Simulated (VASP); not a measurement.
Here is a VASP 6.6.1 calculation.

Contents of INCAR:

```
SYSTEM = Ti
PREC = Accurate
ENCUT = 520
EDIFF = 1E-6
ISMEAR = 0
SIGMA = 0.15
LREAL = .FALSE.
LASPH = .TRUE.
NELM = 80
ALGO = Fast
ISIF = 2
LWAVE = .FALSE.
LCHARG = .FALSE.
GGA = PE
NBANDS = 45
```

KPOINTS

```
Automatic mesh
0
G
  15 15 4
  0 0 0
```

POSCAR

```
Ti
1.0
   -2.0558584512     -2.0558584512      0.0000000000
    2.0558584512     -2.0558584512      0.0000000000
   -0.4111716902     -0.4111716902     12.3351507070
Ti
6
Direct
   -0.1833300000      0.0000000000      0.9166500000
    0.4833366667      0.5000000000      0.0833166667
   -0.0499966667      0.0000000000      0.2499833333
    0.4166700000      0.5000000000      0.4166500000
   -0.1166633333      0.0000000000      0.5833166667
    0.3500033333      0.5000000000      0.7499833333
```

Potentials or basis: VASP PAW PBE potentials, release 64 (Ti_sv).

Run with:

```sh
$ cat potpaw_PBE.64/Ti_sv/POTCAR > POTCAR
$ mpirun -np 1 vasp_std > vasp.out
```

Estimate the largest force.

0.886 eV/Å.

Predict the band gap on the k mesh.

zero (bands 36 and 37 overlap by 1.06 eV).

Forces on the atoms (eV/Å):
```
Ti  -0.518 -0.518 -0.499
Ti   0.518  0.518  0.499
Ti  -0.024 -0.024 -0.008
Ti  -0.002 -0.002 -0.030
Ti   0.002  0.002  0.030
Ti   0.024  0.024  0.008
```
